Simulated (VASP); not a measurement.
# SeS (C2) in VASP: notebook

Runs on SeS. Level: PBE. Tasks: single point, relaxation of cell and atoms.

Program: VASP 6.6.1. These are calculated values, not measurements. Logs are shortened: lines on timing, memory, paths and dates and some standing lists are left out, and cuts for length are marked.

**1. The cell of the first run**

The structure is monoclinic, space group C2 (No. 5). Conventional cell: a = 9.211 Å, b = 5.957 Å, c = 5.541 Å, α = 90.00°, β = 93.22°, γ = 90.00°. Se (site symmetry 1) has 1 S at 2.23 Å and 1 Se at 2.36 Å within 3.0 Å. Within 2.7 Å of S (site symmetry 1) lie 1 S at 2.05 Å and 1 Se at 2.23 Å.

**2. Single point, PBE**

Input file INCAR:

```
PREC = Accurate ; ENCUT = 520
EDIFF = 1E-6 ; ISMEAR = 0
SIGMA = 0.1 ; LREAL = F
LASPH = T ; NELM = 80
ALGO = Normal ; ISIF = 2
LWAVE = F ; LCHARG = T
GGA = PE ; LELF = T
LVHAR = T ; NBANDS = 20
```

Input file KPOINTS:

```
Automatic mesh
0
Gamma
  4 4 4
```

Input file POSCAR:

```
SeS
1.0
    4.5921555020     -2.9785810675      0.3521080653
    4.5921555020      2.9785810675      0.3521080653
   -0.7331516443      0.0000000000      5.4922415303
Se S
2 2
Direct
    0.5417773990      0.6560288473      0.1442974802
    0.3439711527      0.4582226010      0.8557025198
    0.8227373147      0.3552959121      0.3972286339
    0.6447040879      0.1772626853      0.6027713661
```

Potentials or basis: VASP PAW PBE potentials, release 64 (Se, S).

Launch:

```bash
$ cat potpaw_PBE.64/Se/POTCAR potpaw_PBE.64/S/POTCAR > POTCAR
$ mpirun -np 1 vasp_std > vasp.out
```

OUTCAR:

```text
PREC = Accurate
   ENCUT = 520
   EDIFF = 1E-6
   ISMEAR = 0
   LREAL = F
   LASPH = T
   NELM = 80
   ISIF = 2
   GGA = PE

 ion  position               nearest neighbor table
   1  0.542  0.656  0.144-   3 2.23   2 2.36
   2  0.344  0.458  0.856-   4 2.23   1 2.36
   3  0.823  0.355  0.397-   4 2.05   1 2.23
   4  0.645  0.177  0.603-   3 2.05   2 2.23

  LATTYP: Found a base centered monoclinic cell.
 ALAT       =     9.2112696724
 B/A-ratio  =     0.6467254078
 C/A-ratio  =     0.6015413024
 COS(beta)  =    -0.0561482892

  Lattice vectors:

 A1 = (   4.5921555020,  -2.9785810675,   0.3521080653)
 A2 = (   4.5921555020,   2.9785810675,   0.3521080653)
 A3 = (  -0.7331516443,   0.0000000000,   5.4922415303)

Analysis of symmetry for initial positions (statically):
=====================================================================
 Subroutine PRICEL returns:
 Original cell was already a primitive cell.

 Routine SETGRP: Setting up the symmetry group for a
 base centered monoclinic supercell.

 Subroutine GETGRP returns: Found  2 space group operations
 (whereof  2 operations were pure point group operations)
 out of a pool of  4 trial point group operations.

The static configuration has the point symmetry C_2 .

Analysis of symmetry for dynamics (positions and initial velocities):
=====================================================================
 Subroutine PRICEL returns:
 Original cell was already a primitive cell.

 Routine SETGRP: Setting up the symmetry group for a
 base centered monoclinic supercell.

 Subroutine GETGRP returns: Found  2 space group operations
 (whereof  2 operations were pure point group operations)
 out of a pool of  4 trial point group operations.

The dynamic configuration has the point symmetry C_2 .

 Subroutine INISYM returns: Found  2 space group operations
 (whereof  2 operations are pure point group operations),
 and found     1 'primitive' translations

----------------------------------------------------------------------------------------

                                     Primitive cell

  volume of cell :     151.7848

  direct lattice vectors                    reciprocal lattice vectors
     4.592155502 -2.978581067  0.352108065     0.107778181 -0.167865164  0.014387159
     4.592155502  2.978581067  0.352108065     0.107778181  0.167865164  0.014387159
    -0.733151644  0.000000000  5.492241530    -0.013819336  0.000000000  0.180230299

  length of vectors
     5.484871687  5.484871687  5.540959155     0.200004600  0.200004600  0.180759328

  position of ions in fractional coordinates (direct lattice)
     0.541777399  0.656028847  0.144297480
     0.343971153  0.458222601  0.855702520
     0.822737315  0.355295912  0.397228634
     0.644704088  0.177262685  0.602771366

  ion indices of the primitive-cell ions
   primitive index   ion index
                 1           1
                 2           2
                 3           3
                 4           4

----------------------------------------------------------------------------------------

 KPOINTS: Automatic mesh

Automatic generation of k-mesh.
 Grid dimensions read from file:
 generate k-points for:    4    4    4

 Generating k-lattice:

  Cartesian coordinates                     Fractional coordinates (reciprocal lattice)
     0.026944545 -0.041966291  0.003596790     0.250000000  0.000000000  0.000000000
     0.026944545  0.041966291  0.003596790     0.000000000  0.250000000  0.000000000
    -0.003454834  0.000000000  0.045057575    -0.000000000 -0.000000000  0.250000000

  Length of vectors
     0.050001150  0.050001150  0.045189832

  Shift w.r.t. Gamma in fractional coordinates (k-lattice)
     0.000000000  0.000000000  0.000000000

 Subroutine IBZKPT returns following result:
 ===========================================

 Found     24 irreducible k-points:

 Following reciprocal coordinates:
            Coordinates               Weight
  0.000000  0.000000  0.000000      1.000000
  0.250000 -0.000000 -0.000000      4.000000
  0.500000 -0.000000 -0.000000      2.000000
  0.250000  0.250000 -0.000000      2.000000
  0.500000  0.250000 -0.000000      4.000000
 -0.250000  0.250000  0.000000      2.000000
[... 16 lines left out ...]
 -0.250000  0.250000  0.500000      2.000000
  0.500000  0.500000  0.500000      1.000000
   k-points           NKPTS =     24   k-points in BZ     NKDIM =     24   number of bands    NBANDS=     20
   number of dos      NEDOS =    301   number of ions     NIONS =      4
   total plane-waves  NPLWV =  74088
   dimension x,y,z NGX =    42 NGY =   42 NGZ =   42
   dimension x,y,z NGXF=    84 NGYF=   84 NGZF=   84
   ions per type =               2   2
   NGX,Y,Z   is equivalent  to a cutoff of  12.73, 12.73, 12.60 a.u.
   NGXF,Y,Z  is equivalent  to a cutoff of  25.46, 25.46, 25.20 a.u.
 SYSTEM =  unknown system
   PREC   = accura    normal or accurate (medium, high low for compatibility)
   ISTART =      0    job   : 0-new  1-cont  2-samecut
   ICHARG =      2    charge: 1-file 2-atom 10-const
   ISPIN  =      1    spin polarized calculation?
   LNONCOLLINEAR =      F non collinear calculations
   LSORBIT =      F    spin-orbit coupling
   LASPH  =      T    aspherical Exc in radial PAW
   ENCUT  =  520.0 eV  38.22 Ry    6.18 a.u.  10.20 10.20 10.30*2*pi/ulx,y,z
   NELM   =     80;   NELMIN=  2; NELMDL= -5     # of ELM steps
   EDIFF  = 0.1E-05   stopping-criterion for ELM
   LREAL  =      F    real-space projection
   EDIFFG = 0.1E-04   stopping-criterion for IOM
   NSW    =      0    number of steps for IOM
   IBRION =     -1    ionic relax: 0-MD 1-quasi-New 2-CG
   NFREE  =      0    steps in history (QN), initial steepest desc. (CG)
   ISIF   =      2    stress and relaxation
   ISYM   =      2    0-nonsym 1-usesym 2-fastsym
   POTIM  = 0.5000    time-step for ionic-motion
   TEBEG  =    0.0;   TEEND  =   0.0 temperature during run
   PSTRESS=    0.0 pullay stress
   NELECT =      24.0000    total number of electrons
   NUPDOWN=      -1.0000    fix difference up-down
   EMIN   =  10.00;   EMAX   =-10.00  energy-range for DOS
   EFERMI =   0.00;   METHOD = LEGACY
   ISMEAR =     0;   SIGMA  =   0.10  broadening in eV -4-tet -1-fermi 0-gaus
   EFERMI_NEDOS =   21; number of points for ismear=-14 and -15
   IALGO  =     38    algorithm
   IMIX   =      4    mixing-type and parameters
     AMIX     =   0.40;   BMIX     =  1.00
     AMIX_MAG =   1.60;   BMIX_MAG =  1.00
  volume/ion in A,a.u.               =      37.95       256.07
  Fermi-wavevector in a.u.,A,eV,Ry     =   0.885257  1.672892 10.662604  0.783679
  Thomas-Fermi vector in A             =   2.006266
   LORBIT       =      0    0 simple, 1 ext, 2 COOP (PROOUT), +10 PAW based schemes
   GGA     = PE    functional components
   LHFCALC =     F    Hartree Fock is set to
   AEXX    =    0.0000 exact exchange contribution
   IVDW    =     0    specifies the selected vdW correction
   LEPSILON=     F    determine dielectric tensor
   LRPA    =     F    only Hartree local field effects (RPA)
 non-spin polarized calculation
 Gauss-broadening in eV      SIGMA  =   0.10
  energy-cutoff  :      520.00
  volume of cell :      151.78
 maximum number of plane-waves:      4101
 NGX is ok and might be reduce to    42
   NGX = 21   NGY = 21   NGZ = 21

 number of electron      23.9999997 magnetization

 Free energy of the ion-electron system (eV)
  ---------------------------------------------------
  ext. energy  EPLUGINS =         0.00000000
  ---------------------------------------------------
  free energy    TOTEN  =       -15.09956014 eV

  energy without entropy =      -15.09956014  energy(sigma->0) =      -15.09956014

 E-fermi :   0.3854     XC(G=0):  -6.8484

 val. band max:       -0.0657923720   @ k =  -0.2500   0.2500   0.0000
 cond. band min:       1.3402867732   @ k =   0.0000   0.0000   0.0000
 fundamental gap:      1.4060791452
 Fermi energy:         0.3854131222

 k-point     1 :       0.0000    0.0000    0.0000
  band No.  band energies     occupation
      1     -15.8126      2.00000
      2     -13.3308      2.00000
      3     -13.1036      2.00000
      4      -9.1789      2.00000
      5      -6.2372      2.00000
      6      -4.0817      2.00000
[... 12 lines left out ...]
     19       7.5220      0.00000
     20       7.5260      0.00000

 k-point     2 :       0.2500   -0.0000   -0.0000
  band No.  band energies     occupation
      1     -15.7899      2.00000
      2     -13.3491      2.00000
      3     -13.1221      2.00000
      4      -9.1814      2.00000
      5      -6.2550      2.00000
      6      -4.2620      2.00000
[... 12 lines left out ...]
     19       7.4645      0.00000
     20       7.7129      0.00000

 k-point     3 :       0.5000   -0.0000   -0.0000
  band No.  band energies     occupation
      1     -15.7666      2.00000
      2     -13.3713      2.00000
      3     -13.1373      2.00000
      4      -9.1836      2.00000
      5      -6.2710      2.00000
      6      -4.4012      2.00000
[... 12 lines left out ...]
     19       7.4195      0.00000
     20       7.8096      0.00000

 k-point     4 :       0.2500    0.2500   -0.0000
  band No.  band energies     occupation
      1     -15.7782      2.00000
      2     -13.3426      2.00000
      3     -13.1556      2.00000
      4      -9.1336      2.00000
      5      -6.2851      2.00000
      6      -4.2879      2.00000
[... 429 lines left out ...]
 k-point    23 :      -0.2500    0.2500    0.5000
  band No.  band energies     occupation
      1     -15.3720      2.00000
      2     -14.7155      2.00000
      3     -11.2881      2.00000
      4     -10.5740      2.00000
      5      -4.9963      2.00000
      6      -4.4911      2.00000
[... 12 lines left out ...]
     19       7.2211      0.00000
     20       7.6442      0.00000

 k-point    24 :       0.5000    0.5000    0.5000
  band No.  band energies     occupation
      1     -15.3542      2.00000
      2     -14.7136      2.00000
      3     -11.3287      2.00000
      4     -10.5801      2.00000
      5      -4.9132      2.00000
      6      -4.5045      2.00000
[... 12 lines left out ...]
     19       7.1087      0.00000
     20       7.1199      0.00000

------------------------ aborting loop because EDIFF is reached ----------------------------------------

  FORCE on cell =-STRESS in cart. coord.  units (eV):
  Direction    XX          YY          ZZ          XY          YZ          ZX
  --------------------------------------------------------------------------------------
  -------------------------------------------------------------------------------------
  Total       -0.1896976     -0.0694430     -0.1386016      0.0000000      0.0000000      0.1611432
  in kB       -2.0023692     -0.7330120     -1.4630216      0.0000000      0.0000000      1.7009606
  external PRESSURE =      -1.3994676 kB  Pullay stress =       0.0000000 kB

 VOLUME and BASIS-vectors are now :
 -----------------------------------------------------------------------------
  energy-cutoff  :      520.00
  volume of cell :      151.78
      direct lattice vectors                 reciprocal lattice vectors
     4.592155502 -2.978581067  0.352108065     0.107778181 -0.167865164  0.014387159
     4.592155502  2.978581067  0.352108065     0.107778181  0.167865164  0.014387159
    -0.733151644  0.000000000  5.492241530    -0.013819336  0.000000000  0.180230299

 POSITION                                       TOTAL-FORCE (eV/Angst)
 -----------------------------------------------------------------------------------
      5.39472      0.34031      1.21427        -0.004199     -0.008800      0.018023
      3.05644      0.34031      4.98218         0.004199     -0.008800     -0.018023
      5.11848     -1.39231      2.59647        -0.098650      0.008800      0.070364
      3.33268     -1.39231      3.59999         0.098650      0.008800     -0.070364
 -----------------------------------------------------------------------------------
    total drift:                                0.000000      0.000265      0.000000

  FREE ENERGIE OF THE ION-ELECTRON SYSTEM (eV)
  ---------------------------------------------------
  free  energy   TOTEN  =       -15.0995601426 eV

  energy  without entropy=      -15.0995601426  energy(sigma->0) =      -15.09956014
```

Run time: 31 s. Hardware: 1 thread of AMD EPYC 9R45 (Zen 5), shared host; peak memory 0.24 GiB.

Results:

| Quantity | Value |
| --- | --- |
| Free energy | -15.0996 eV |
| Pressure | -0.1 GPa |
| Largest force | 0.121 eV/Å |
| Band gap on the k mesh | 1.41 eV, indirect (least direct gap 1.52 eV) |

Forces on the atoms (eV/Å):
```
Se  -0.004 -0.009  0.018
Se   0.004 -0.009 -0.018
S   -0.099  0.009  0.070
S    0.099  0.009 -0.070
```

A k mesh can miss the band edges.

[end of part 1 of 2]
